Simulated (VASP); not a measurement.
# Si3GeO8 (P1) in VASP: single point with r2SCAN

Aim: the single point of Si3GeO8 with r2SCAN.

Everything below comes from runs of VASP 6.6.1. Logs are shortened: lines on timing, memory, paths and dates and some standing lists are left out, and cuts for length are marked.

## 1. The cell of the first run

The typed cell holds 72 atoms: a = 9.948 Å, b = 9.897 Å, c = 10.972 Å, α = 90.00°, β = 90.00°, γ = 120.00°.

## 2. Single point, r2SCAN

The input, POSCAR:

```
Si3GeO8
1.0
    9.9480140000      0.0148310000      0.0000000000
   -4.9611640000      8.5634790000      0.0000000000
    0.0000000000      0.0000000000     10.9718240000
Si Ge O
18 6 48
Direct
    0.2328620000      0.9972420000      0.1645460000
    0.2429240000      0.0030060000      0.6689050000
    0.2394340000      0.5014900000      0.1637610000
    0.2310120000      0.4939100000      0.6648970000
    0.7308530000      0.9986370000      0.1667650000
    0.7259760000      0.4983520000      0.1628440000
    0.7359300000      0.5136020000      0.6652770000
    0.9997540000      0.7401210000      0.8347510000
    0.5108070000      0.2404570000      0.8320920000
    0.4987910000      0.7342160000      0.3326170000
    0.4873660000      0.7229400000      0.8330190000
    0.2789820000      0.2705710000      0.0007950000
    0.2753340000      0.2654270000      0.5030940000
    0.2614050000      0.7637660000      0.0000090000
    0.2669680000      0.7635470000      0.5007790000
    0.7672930000      0.2675690000      0.0029390000
    0.7593500000      0.7663450000      0.9968370000
    0.7607820000      0.7709750000      0.4989060000
    0.7235200000      0.9976200000      0.6707610000
    0.0088410000      0.2316600000      0.3341480000
    0.0014700000      0.2303230000      0.8378540000
    0.9946610000      0.7321750000      0.3329310000
    0.5011080000      0.2301370000      0.3308740000
    0.7745970000      0.2772400000      0.5025100000
    0.2199130000      0.1424050000      0.1100160000
    0.2116540000      0.1353050000      0.6104340000
    0.2093980000      0.6356310000      0.1080380000
    0.2101340000      0.6332350000      0.6079960000
    0.7059340000      0.1362840000      0.1102280000
    0.6966700000      0.1528400000      0.6287770000
    0.7063330000      0.6380840000      0.1055410000
    0.7033710000      0.6488360000      0.6130520000
    0.3512480000      0.0509460000      0.2803300000
    0.3790590000      0.0788130000      0.7711020000
    0.3655870000      0.5714080000      0.2737880000
    0.3525780000      0.5570090000      0.7788890000
    0.8600300000      0.0581770000      0.2752080000
    0.8548560000      0.0460720000      0.7913830000
    0.8453790000      0.5554650000      0.2780080000
    0.8694450000      0.5818880000      0.7694090000
    0.4449660000      0.2985820000      0.4567040000
    0.4398390000      0.2972270000      0.9415680000
    0.4288400000      0.7929100000      0.4411430000
    0.4193340000      0.7880470000      0.9377410000
    0.9554920000      0.3042100000      0.4596180000
    0.9361110000      0.3033730000      0.9538190000
    0.9281370000      0.8033840000      0.4492190000
    0.9208260000      0.7969790000      0.9368420000
    0.1577350000      0.2020160000      0.3865480000
    0.1509240000      0.2044570000      0.8918910000
    0.1383820000      0.7002010000      0.3919540000
    0.1248240000      0.7034840000      0.8986850000
    0.6528180000      0.1995290000      0.3752600000
    0.6431220000      0.2096010000      0.8911680000
    0.6321420000      0.7040410000      0.3903990000
    0.6255440000      0.7025460000      0.8921120000
    0.0733290000      0.3664400000      0.2155550000
    0.0624690000      0.3593310000      0.7147740000
    0.0621900000      0.8634900000      0.2111430000
    0.0831310000      0.8747890000      0.7324670000
    0.5563100000      0.3638890000      0.2112890000
    0.5801360000      0.3743320000      0.7269370000
    0.5686890000      0.8646530000      0.2251790000
    0.5463510000      0.8446430000      0.7191250000
    0.3024980000      0.4328810000      0.0568650000
    0.2947990000      0.4260760000      0.5583760000
    0.2945950000      0.9287660000      0.0570980000
    0.2931600000      0.9249850000      0.5603900000
    0.7897400000      0.4294100000      0.0578050000
    0.7956030000      0.4551240000      0.5486370000
    0.7851510000      0.9276060000      0.0560070000
    0.7887350000      0.9399190000      0.5442320000
```

The input, INCAR.step1:

```
SYSTEM = Si3GeO8
PREC = Accurate
ENCUT = 660
ISMEAR = -1
SIGMA = 0.05
LREAL = Auto
LASPH = .TRUE.
NELM = 120
NBANDS = 264
GGA = PE
ALGO = Normal
EDIFF = 1E-5
LWAVE = .TRUE.
LCHARG = .FALSE.
GGA_COMPAT = .FALSE.
```

The input, INCAR.step2:

```
SYSTEM = Si3GeO8
PREC = Accurate
ENCUT = 660
EDIFF = 1E-6
ISMEAR = -1
SIGMA = 0.05
LREAL = Auto
LASPH = .TRUE.
NELM = 120
ALGO = Normal
ISIF = 2
LWAVE = .FALSE.
LCHARG = .TRUE.
METAGGA = R2SCAN
LMIXTAU = .TRUE.
LELF = .TRUE.
LVHAR = .TRUE.
NBANDS = 264
ISTART = 1
GGA_COMPAT = .FALSE.
```

The input, KPOINTS:

```
Automatic mesh
0
G
  1 1 1
  0 0 0
```

Potentials or basis: VASP PAW PBE potentials, release 64 (Si, Ge_d, O).

On the command line:

```
$ cat potpaw_PBE.64/Si/POTCAR potpaw_PBE.64/Ge_d/POTCAR potpaw_PBE.64/O/POTCAR > POTCAR
$ cp INCAR.step1 INCAR
$ mpirun -np 1 vasp_gam > vasp.out
$ cp INCAR.step2 INCAR
$ mpirun -np 1 vasp_gam > vasp.out
```

OUTCAR:

```text
SYSTEM = Si3GeO8
   PREC = Accurate
   ENCUT = 660
   EDIFF = 1E-6
   ISMEAR = -1
   LREAL = Auto
   LASPH = .TRUE.
   NELM = 120
   ISIF = 2
   METAGGA = R2SCAN
   ISTART = 1

 ion  position               nearest neighbor table
   1  0.233  0.997  0.165-  25 1.62  67 1.63  59 1.63  33 1.63  14 3.06  12 3.08
   2  0.243  0.003  0.669-  60 1.61  26 1.62  34 1.62  68 1.63  13 3.05   9 3.09   8 3.10  15 3.11

   3  0.239  0.501  0.164-  27 1.62  57 1.62  35 1.63  65 1.63  14 3.07  10 3.07  12 3.08
   4  0.231  0.494  0.665-  28 1.62  66 1.63  58 1.63  36 1.63  11 3.04  13 3.08  15 3.09
   5  0.731  0.999  0.167-  63 1.62  29 1.62  71 1.63  37 1.63  10 3.07  16 3.08  17 3.08
   6  0.726  0.498  0.163-  31 1.62  69 1.62  39 1.63  61 1.63  16 3.07  17 3.10
   7  0.736  0.514  0.665-  62 1.62  40 1.62  32 1.63  70 1.63  18 3.04   8 3.08   9 3.10
   8  1.000  0.740  0.835-  40 1.62  60 1.62  52 1.62  48 1.62   7 3.08  14 3.08  17 3.09   2 3.10
[... 67 lines left out ...]
  71  0.785  0.928  0.056-  17 1.62   5 1.63
  72  0.789  0.940  0.544-  18 1.63  19 1.74

  Warning from LATTYP: Monoclinic adjustment (A1->A3, A2->A1, A3->A2)!
  Warning from LATTYP: Got some problem with cell dimensions!
  Tried to take original basis but could not verify dimensions!
  LATTYP: Found a simple monoclinic cell.
 ALAT       =     9.8967833571
 B/A-ratio  =     1.1086252577
 C/A-ratio  =     1.0025988370
 COS(beta)  =    -0.4961218589

  Lattice vectors:

 A1 = (  -4.9611640000,   8.5634790000,   0.0000000000)
 A2 = (   0.0000000000,   0.0000000000, -10.9718240000)
 A3 = (  -4.9868500000,  -8.5783100000,   0.0000000000)

Analysis of symmetry for initial positions (statically):
=====================================================================
 Subroutine PRICEL returns:
 Original cell was already a primitive cell.

 Routine SETGRP: Setting up the symmetry group for a
 simple monoclinic supercell.

 Subroutine GETGRP returns: Found  1 space group operations
 (whereof  1 operations were pure point group operations)
 out of a pool of  4 trial point group operations.

The static configuration has the point symmetry C_1 .

Analysis of symmetry for dynamics (positions and initial velocities):
=====================================================================
 Subroutine PRICEL returns:
 Original cell was already a primitive cell.

 Routine SETGRP: Setting up the symmetry group for a
 simple monoclinic supercell.

 Subroutine GETGRP returns: Found  1 space group operations
 (whereof  1 operations were pure point group operations)
[... 219 lines left out ...]
   LREAL  =      T    real-space projection
   EDIFFG = 0.1E-04   stopping-criterion for IOM
   NSW    =      0    number of steps for IOM
[... 5 lines left out ...]
   TEBEG  =    0.0;   TEEND  =   0.0 temperature during run
   PSTRESS=    0.0 pullay stress
   NELECT =     444.0000    total number of electrons
   NUPDOWN=      -1.0000    fix difference up-down
   EMIN   =  10.00;   EMAX   =-10.00  energy-range for DOS
   EFERMI =   0.00;   METHOD = LEGACY
   ISMEAR =    -1;   SIGMA  =   0.05  broadening in eV -4-tet -1-fermi 0-gaus
   EFERMI_NEDOS =   21; number of points for ismear=-14 and -15
   IALGO  =     38    algorithm
   IMIX   =      4    mixing-type and parameters
     AMIX     =   0.40;   BMIX     =  1.00
     AMIX_MAG =   1.60;   BMIX_MAG =  1.00
  volume/ion in A,a.u.               =      12.99        87.68
  Fermi-wavevector in a.u.,A,eV,Ry     =   1.276994  2.413170 22.187223  1.630715
  Thomas-Fermi vector in A             =   2.409619
   LORBIT       =      0    0 simple, 1 ext, 2 COOP (PROOUT), +10 PAW based schemes
   METAGGA = R2SCAN    functional components
   LHFCALC =     F    Hartree Fock is set to
   AEXX    =    0.0000 exact exchange contribution
   IVDW    =     0    specifies the selected vdW correction
   LEPSILON=     F    determine dielectric tensor
   LRPA    =     F    only Hartree local field effects (RPA)
 non-spin polarized calculation
  energy-cutoff  :      660.00
  volume of cell :      935.49
 maximum number of plane-waves:     17989
 NGX is ok and might be reduce to    84
   NGX = 41   NGY = 41   NGZ = 45

 number of electron     444.0000004 magnetization

 Free energy of the ion-electron system (eV)
  ---------------------------------------------------
  ext. energy  EPLUGINS =         0.00000000
  ---------------------------------------------------
  free energy    TOTEN  =      -722.80956235 eV

  energy without entropy =     -722.80956235  energy(sigma->0) =     -722.80956235

 E-fermi :   1.6956     XC(G=0):  -9.8531

 val. band max:        0.4204194677   @ k =   0.0000   0.0000   0.0000
 cond. band min:       5.7375354908   @ k =   0.0000   0.0000   0.0000
 fundamental gap:      5.3171160231
 Fermi energy:         1.6956246538

 k-point     1 :       0.0000    0.0000    0.0000
  band No.  band energies     occupation
      1     -23.4945      2.00000
      2     -23.4792      2.00000
      3     -23.4481      2.00000
      4     -23.4235      2.00000
      5     -23.3868      2.00000
      6     -23.3773      2.00000
[... 226 lines left out ...]
    233       9.6124      0.00000
    234       9.7562      0.00000
 [bands above 234 left out]

------------------------ aborting loop because EDIFF is reached ----------------------------------------

  FORCE on cell =-STRESS in cart. coord.  units (eV):
  Direction    XX          YY          ZZ          XY          YZ          ZX
  --------------------------------------------------------------------------------------
  -------------------------------------------------------------------------------------
  Total      -15.1924587    -13.9923634    -14.4116540      1.2921459     -0.3948775     -1.1933099
  in kB      -26.0194580    -23.9641075    -24.6822081      2.2130016     -0.6762894     -2.0437296
  external PRESSURE =     -24.8885912 kB  Pullay stress =       0.0000000 kB

 VOLUME and BASIS-vectors are now :
 -----------------------------------------------------------------------------
  energy-cutoff  :      660.00
  volume of cell :      935.49
      direct lattice vectors                 reciprocal lattice vectors
     9.948014000  0.014831000  0.000000000     0.100435829  0.058186471  0.000000000
    -4.961164000  8.563479000  0.000000000    -0.000173944  0.116674197  0.000000000
     0.000000000  0.000000000 10.971824000     0.000000000  0.000000000  0.091142548

 POSITION                                       TOTAL-FORCE (eV/Angst)
 -----------------------------------------------------------------------------------
     -2.63097      8.54331      1.80537        -0.060707      0.007741     -0.028861
      2.40170      0.02934      7.33911        -0.042903     -0.006498      0.006089
     -0.10608      4.29805      1.79676        -0.057811      0.023247     -0.023890
     -0.15226      4.23301      7.29513        -0.043229      0.028379     -0.042698
      2.31613      8.56265      1.82972        -0.051192     -0.037903     -0.013129
      4.74961      4.27839      1.78670        -0.055719      0.011555     -0.040438
[... 64 lines left out ...]
      3.20869      7.95518      0.61450        -0.066100     -0.126096      0.100781
      3.18325      8.06067      5.97122        -0.050222     -0.169572      0.105097
 -----------------------------------------------------------------------------------
    total drift:                               -0.041011     -0.012439      0.009164

  FREE ENERGIE OF THE ION-ELECTRON SYSTEM (eV)
  ---------------------------------------------------
  free  energy   TOTEN  =      -722.8095623528 eV

  energy  without entropy=     -722.8095623527  energy(sigma->0) =     -722.80956235
```

It took 66 min on 1 thread of AMD EPYC 7R13, shared host; peak memory 1.5 GiB.

Results:

```yaml
Free_energy: -722.8096 eV
Pressure: -2.5 GPa
Largest_force: 0.226 eV/Å
Band_gap_on_the_k_mesh: 5.32 eV
```

Forces in eV/Å, atoms in the order of the input:
```
Si  -0.061  0.008 -0.029
Si  -0.043 -0.006  0.006
Si  -0.058  0.023 -0.024
Si  -0.043  0.028 -0.043
Si  -0.051 -0.038 -0.013
Si  -0.056  0.012 -0.040
Si  -0.041  0.010  0.000
Si   0.024 -0.027  0.005
Si   0.005 -0.036  0.008
Si   0.008 -0.036 -0.001
Si   0.003 -0.038  0.009
Si   0.051  0.028 -0.001
Si   0.038  0.050  0.025
Si   0.034  0.024  0.009
Si   0.051  0.034  0.008
Si   0.014  0.069  0.024
Si   0.031  0.054  0.025
Si   0.038  0.061 -0.013
Ge  -0.055 -0.034  0.002
Ge   0.033 -0.024 -0.011
Ge   0.039 -0.024  0.028
Ge   0.016 -0.031  0.009
Ge   0.019 -0.047 -0.005
Ge   0.035  0.064  0.008
O    0.152 -0.024 -0.094
O    0.165  0.018 -0.100
O    0.154  0.019 -0.102
O    0.142 -0.011 -0.087
O    0.162  0.002 -0.092
O    0.165 -0.032 -0.123
O    0.148 -0.017 -0.083
O    0.167  0.015 -0.113
O   -0.108  0.077 -0.177
O   -0.110  0.118 -0.084
O   -0.098  0.119 -0.101
O   -0.090  0.127 -0.116
O   -0.112  0.094 -0.136
O   -0.088  0.128 -0.128
O   -0.101  0.074 -0.165
O   -0.111  0.123 -0.080
O   -0.134 -0.138 -0.084
O   -0.069 -0.128 -0.105
O   -0.063 -0.139 -0.104
O   -0.068 -0.134 -0.092
O   -0.097 -0.116 -0.137
O   -0.128 -0.155 -0.086
O   -0.123 -0.143 -0.079
O   -0.053 -0.139 -0.092
O   -0.031  0.142  0.164
O   -0.039  0.136  0.143
O   -0.027  0.133  0.139
O   -0.048  0.159  0.069
O   -0.095  0.127  0.124
O   -0.061  0.142  0.106
O   -0.065  0.167  0.108
O   -0.085  0.129  0.068
O    0.185  0.032  0.086
O    0.182  0.036  0.084
O    0.180  0.035  0.074
O    0.147 -0.042  0.080
O    0.197  0.031  0.075
O    0.158 -0.005  0.078
O    0.150 -0.025  0.098
O    0.115 -0.044  0.169
O   -0.078 -0.130  0.095
O   -0.076 -0.133  0.110
O   -0.092 -0.133  0.098
O   -0.068 -0.114  0.089
O   -0.090 -0.123  0.118
O   -0.080 -0.088  0.192
O   -0.066 -0.126  0.101
O   -0.050 -0.170  0.105
```

Stress tensor (GPa, compression positive):
```
-2.60  0.22 -0.20
 0.22 -2.40 -0.07
-0.20 -0.07 -2.47
```

Levels at points of the mesh, in eV from the valence-band top:
| k point | band 220 | band 221 | band 222 | band 223 | band 224 | band 225 |
| --- | --- | --- | --- | --- | --- | --- |
| (0.00, 0.00, 0.00) | -0.05 | -0.03 | 0.00 | 5.32 | 6.60 | 6.83 |

Caveat: the k points lie up to 0.73 Å⁻¹ apart; the PAW data sets were made with another functional, which shifts forces and pressure a little.
